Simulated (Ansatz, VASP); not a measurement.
# Two plane-wave programs on WSe2

File INCAR:

```
  ALGO = Normal
  EDIFF = 1E-6
  ENCUT = 520
  GGA = PS
  ISIF = 2
  ISMEAR = 0
  IVDW = 12
  LASPH = True
  LCHARG = False
  LREAL = False
  LWAVE = False
  NBANDS = 35
  NELM = 80
  PREC = Accurate
  SIGMA = 0.05
```

KPOINTS

```
k-points
0
Gamma
  12 12 4
```

The input POSCAR:

```
WSe2
1.0
    2.9599384713      0.0000000000      0.0000000000
   -1.4799692356      2.5633819098      0.0000000000
    0.0000000000      0.0000000000     14.7873900079
W Se
2 4
Direct
    0.3333333333      0.6666666667      0.2500000000
    0.6666666667      0.3333333333      0.7500000000
    0.3333333333      0.6666666667      0.6145805872
    0.6666666667      0.3333333333      0.1145805872
    0.3333333333      0.6666666667      0.8854194128
    0.6666666667      0.3333333333      0.3854194128
```

Input for Ansatz:

```yaml
crystal:
  lattice:
    - [2.9599384713, 0.0, 0.0]
    - [-1.4799692356, 2.5633819098, 0.0]
    - [0.0, 0.0, 14.7873900079]
  atoms:
    - { symbol: W, position: [0.3333333333, 0.6666666667, 0.25] }
    - { symbol: W, position: [0.6666666667, 0.3333333333, 0.75] }
    - { symbol: Se, position: [0.3333333333, 0.6666666667, 0.6145805872] }
    - { symbol: Se, position: [0.6666666667, 0.3333333333, 0.1145805872] }
    - { symbol: Se, position: [0.3333333333, 0.6666666667, 0.8854194128] }
    - { symbol: Se, position: [0.6666666667, 0.3333333333, 0.3854194128] }
basis:
  ecutwfc: 420
kpoints:
  mp_grid: { grid: [12, 12, 4] }
hamiltonian:
  xc: pbesol
  dispersion: d3bj
scf:
  occupations: { method: gaussian, width: 0.05 }
output:
  forces: true
  stress: true
  eigenvalues: true
```

Alike in both runs: task single point; functional PBEsol; dispersion D3(BJ); k mesh 12 × 12 × 4; occupations gaussian, width 0.05 eV; no spin polarisation.

|  | VASP | Ansatz |
| --- | --- | --- |
| version | VASP 6.6.1 | Ansatz 0.2.0 |
| potentials or method | VASP PAW PBE potentials, release 64 (W_sv, Se), cutoff 520 eV | scalar-relativistic, plane waves, PAW |
| valence electrons in the cell | 52 | 92 |

|  | VASP | Ansatz | Ansatz less VASP |
| --- | --- | --- | --- |
| gap on the k mesh at the Fermi level (eV) | none | none | - |
| pressure (GPa) | -1.1 | -1.6 | -0.42 |
| traceless stress, the component that is largest in VASP (GPa) | -28.60 | -28.64 | -0.048 |
| rms of the force components (eV/Å) | 1.004 | 1.024 | +0.0203 |

VASP's potentials were made for PBE, not for PBEsol. Atom by atom the forces differ by 0.020 eV/Å (rms over components). A gap of «none» marks a metal or a gap that the smearing closes. VASP's potentials hold 52 valence electrons a cell and Ansatz's 92, so a difference there can come from the potentials and not from the codes.

Spin-orbit coupling is off throughout.
